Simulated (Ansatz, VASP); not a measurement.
Os in VASP and in Ansatz

File INCAR:

```
SYSTEM = Os
  ALGO = Normal
  EDIFF = 1E-6
  ENCUT = 520
  GGA = RE
  ISIF = 2
  ISMEAR = -1
  LASPH = .TRUE.
  LCHARG = .FALSE.
  LREAL = .FALSE.
  LWAVE = .FALSE.
  NBANDS = 15
  NELM = 100
  PREC = Accurate
  SIGMA = 0.1
```

Contents of KPOINTS:

```
k-points
0
G
  11 11 11
  0 0 0
```

File POSCAR:

```
Os
1.0
    0.0000000000      2.7104545673      2.7104545673
    2.7104545673      0.0000000000      2.7104545673
    2.7104545673      2.7104545673      0.0000000000
Os
2
Direct
    0.1250000000      0.1250000000      0.1250000000
    0.8750000000      0.8750000000      0.8750000000
```

Input for Ansatz:

```yaml
crystal:
  lattice:
    - [0.0, 2.7104545673, 2.7104545673]
    - [2.7104545673, 0.0, 2.7104545673]
    - [2.7104545673, 2.7104545673, 0.0]
  atoms:
    - { symbol: Os, position: [0.125, 0.125, 0.125] }
    - { symbol: Os, position: [0.875, 0.875, 0.875] }
hamiltonian:
  xc: revpbe
  pseudopotentials:
    kind: paw
    azcp:
      Os: "pseudopotentials/Os.paw.azcp"
basis:
  ecutwfc: 420
  fft_grid_basis: typed
kpoints:
  mp_grid: { grid: [11, 11, 11], shift: [0, 0, 0] }
magnetization:
  spin_polarized: false
scf:
  occupations: { method: fermi_dirac, width: 0.1 }
  lower_state_search: "off"
output:
  stress: true
```

Alike in both runs: task single point; functional revPBE; k mesh 11 × 11 × 11; occupations fermi-dirac, width 0.1 eV; no spin polarisation.

```csv
,VASP,Ansatz
version,VASP 6.6.1,Ansatz 0.2.0
potentials or method,"VASP PAW PBE potentials, release 64 (Os), cutoff 520 eV","plane waves (420 eV) with PAW, scalar-relativistic"
valence electrons in the cell,16,32
```

Ansatz gave:

| Quantity | Value |
| --- | --- |
| pressure (GPa) | 20.1 |

Task: What did VASP give for the same quantities?

Result: Pressure (GPa): 18.5.

VASP's potentials were made for PBE, not for revPBE. VASP's potentials hold 16 valence electrons a cell and Ansatz's 32, so a difference there can come from the potentials and not from the codes.

Spin-orbit coupling is off throughout.
